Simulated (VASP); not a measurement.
Set up this calculation in VASP 6.6.1, as the native input.

```
Task                    : density of states
Functional              : PBE
Potentials or basis     : VASP PAW PBE potentials, release 64 (Na_pv, H)
Cutoff                  : 520 eV
k mesh                  : 12 × 12 × 12
Occupations             : fermi-dirac, width 0.08 eV
Spin                    : no spin polarisation
Dipole correction       : no
k mesh for the DOS      : 18 × 18 × 18
Occupations for the DOS : tetrahedron
Further INCAR settings  : ALGO = Normal; EDIFF = 1e-07; NBANDS = 11
```

Crystal: NaH (CsCl type).

```
Na H
1.0
     2.27146    0.00000    0.00000
     0.00000    2.27146    0.00000
     0.00000    0.00000    2.27146
Na H
1 1
Direct
  0.00000 0.00000 0.00000
  0.50000 0.50000 0.50000
```

This cell differs from its parent crystal: volume scaled by 0.45.

These files were run (other wordings do the same):

POSCAR

```
NaH
1.0
    2.2714636606      0.0000000000      0.0000000000
    0.0000000000      2.2714636606      0.0000000000
    0.0000000000      0.0000000000      2.2714636606
Na H
1 1
Direct
    0.0000000000      0.0000000000      0.0000000000
    0.5000000000      0.5000000000      0.5000000000
```

INCAR.step1

```
PREC = Accurate ; ENCUT = 520
EDIFF = 1E-7 ; ISMEAR = -1
SIGMA = 0.08 ; LREAL = F
LASPH = T ; NELM = 80
ALGO = Normal ; ISIF = 2
LWAVE = F ; LCHARG = T
GGA = PE ; NBANDS = 11
```

KPOINTS.step1

```
Automatic mesh
0
Gamma
  12 12 12
```

INCAR.step2

```
PREC = Accurate ; ENCUT = 520
EDIFF = 1E-7 ; ISMEAR = -5
SIGMA = 0.08 ; LREAL = F
LASPH = T ; NELM = 80
ALGO = Normal ; ISIF = 2
LWAVE = F ; LCHARG = F
GGA = PE ; LORBIT = 11
NBANDS = 11 ; NEDOS = 2001
ICHARG = 11
```

KPOINTS.step2

```
Automatic mesh
0
Gamma
  18 18 18
```

Potentials or basis: VASP PAW PBE potentials, release 64 (Na_pv, H).

Launch:

```console
$ cat potpaw_PBE.64/Na_pv/POTCAR potpaw_PBE.64/H/POTCAR > POTCAR
$ cp INCAR.step1 INCAR
$ cp KPOINTS.step1 KPOINTS
$ mpirun -np 1 vasp_std > vasp.out
$ cp INCAR.step2 INCAR
$ cp KPOINTS.step2 KPOINTS
$ mpirun -np 1 vasp_std > vasp.out
```

Results of the run:

```json
{
 "Valence electrons inside the program's atomic spheres": "Na 6.24; H 0.68"
}
```

Run time: 9.9 s on 1 thread of Intel(R) Xeon(R) 6975P-C (Granite Rapids) (shared host), peak memory 0.13 GiB.
